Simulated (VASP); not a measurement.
## Rh: single point with PBE

Crystal: Rh.

```
Rh
1.0
     1.91477    1.91477    0.00000
     1.91477   -1.91477    3.82953
     1.91477   -1.91477   -3.82953
Rh
4
Direct
  0.00000 0.00000 0.00000
  0.50000 0.50000 0.00000
  0.50000 0.00000 0.50000
  0.00000 0.50000 0.50000
```

```json
{
  "Program": "VASP 6.6.1",
  "Task": "single point",
  "Functional": "PBE",
  "Potentials or basis": "VASP PAW PBE potentials, release 64 (Rh_pv)",
  "Cutoff": "520 eV",
  "k mesh": "8 × 6 × 6",
  "Occupations": "gaussian, width 0.2 eV",
  "Spin": "no spin polarisation",
  "Dipole correction": "no",
  "Further INCAR settings": "ALGO = Fast; EDIFF = 1e-06; NBANDS = 38"
}
```

The pressure is 0.6 GPa and the band gap on the k mesh is zero (bands 30 and 31 overlap by 1.88 eV).

Levels at points of the mesh, in eV from the Fermi level:
| k point | band 26 | band 27 | band 28 | band 29 | band 30 | band 31 | band 32 | band 33 | band 34 | band 35 |
| --- | --- | --- | --- | --- | --- | --- | --- | --- | --- | --- |
| (0.00, 0.00, 0.00) | -0.96 | 0.52 | 0.55 | 0.55 | 0.55 | 0.55 | 0.76 | 0.76 | 0.96 | 0.96 |
| (0.50, 0.00, 0.00) | -1.83 | -1.16 | -1.16 | -1.05 | -1.05 | 0.95 | 0.95 | 2.98 | 2.98 | 9.47 |
| (0.00, 0.50, 0.00) | -2.46 | -1.48 | -1.48 | -0.80 | -0.80 | -0.79 | -0.79 | 0.67 | 0.67 | 4.24 |
| (0.50, 0.50, 0.00) | -1.47 | -1.47 | -1.47 | 0.67 | 0.67 | 0.67 | 0.67 | 4.24 | 4.24 | 4.24 |
| (0.00, 0.50, 0.50) | -1.83 | -1.41 | -1.41 | -1.40 | -1.40 | -1.05 | -1.05 | -0.26 | -0.26 | 2.99 |
| (0.50, 0.50, 0.50) | 0.55 | 0.55 | 0.55 | 0.76 | 0.76 | 0.95 | 0.95 | 0.96 | 0.96 | 3.24 |

Run time: 3.2 min on 1 thread of Intel Xeon 8259CL (shared host), peak memory 0.23 GiB.
